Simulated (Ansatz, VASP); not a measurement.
## One calculation of TiN, two programs

```
Ti N
1.0
     0.00000    2.08597    2.08597
     2.08597    0.00000    2.08597
     2.08597    2.08597    0.00000
Ti N
1 1
Direct
  0.00000 0.00000 0.00000
  0.50000 0.50000 0.50000
```

Alike in both runs: functional LDA; k mesh 14 × 14 × 14; occupations gaussian, width 0.1 eV; no spin polarisation.

Ansatz relaxed the structure, and its values are those at the end. VASP's run is a single point on that final structure, the one shown.

|  | VASP | Ansatz |
| --- | --- | --- |
| version | VASP 6.6.1 | Ansatz 0.2.0 |
| potentials or method | VASP PAW LDA potentials, release 64 (Ti_sv, N_h), cutoff 1330 eV | scalar-relativistic, plane waves, PAW |
| valence electrons in the cell | 17 | 17 |

|  | VASP | Ansatz | Ansatz less VASP |
| --- | --- | --- | --- |
| gap on the k mesh at the Fermi level (eV) | none | none | - |
| pressure (GPa) | 0.9 | 0.0 | -0.92 |

Ansatz warns that its potentials were made for another functional, while VASP's fit it. LDA's correlation is that of Perdew and Zunger in VASP and of Perdew and Wang (1992) in Ansatz. A gap of «none» marks a metal or a gap that the smearing closes.
